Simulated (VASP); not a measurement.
Input of a VASP 6.6.1 run:

The input INCAR:

```
SYSTEM = ZnO
ALGO = Normal
EDIFF = 1E-8
ENCUT = 600
GGA = PS
GGA_COMPAT = .FALSE.
IBRION = 8
ISIF = 2
ISMEAR = 0
LASPH = .TRUE.
LCHARG = .FALSE.
LREAL = .FALSE.
LWAVE = .FALSE.
NELM = 120
NSW = 1
PREC = Accurate
SIGMA = 0.01
```

Contents of KPOINTS:

```
k-points
0
G
  6 6 4
  0 0 0
```

The input POSCAR:

```
ZnO
1.0
    3.2137984872      0.0000000000      0.0000000000
   -1.6068992436      2.7832311326      0.0000000000
    0.0000000000      0.0000000000      5.1880244723
Zn O
2 2
Direct
    0.3333333333      0.6666666667      0.5000362241
    0.6666666667      0.3333333333      0.0000362241
    0.6666666667      0.3333333333      0.3789737759
    0.3333333333      0.6666666667      0.8789737759
```

Potentials or basis: VASP PAW PBE potentials, release 64 (Zn, O).

The run is started by

```sh
$ cat potpaw_PBE.64/Zn/POTCAR potpaw_PBE.64/O/POTCAR > POTCAR
$ mpirun -np 1 vasp_std > vasp.out
```

What does it give for the highest phonon frequency at Γ, LO-TO splitting left out?

547 cm⁻¹.

Phonon frequencies in cm⁻¹ (negative: imaginary):
| q point | frequencies |
| --- | --- |
| (0.000, 0.000, 0.000) | -1 0 0 84 84 257 388 407 407 441 441 547 |

Caveat: the k points lie up to 0.38 Å⁻¹ apart; the cell wasn't relaxed at this level first, which shifts response properties.
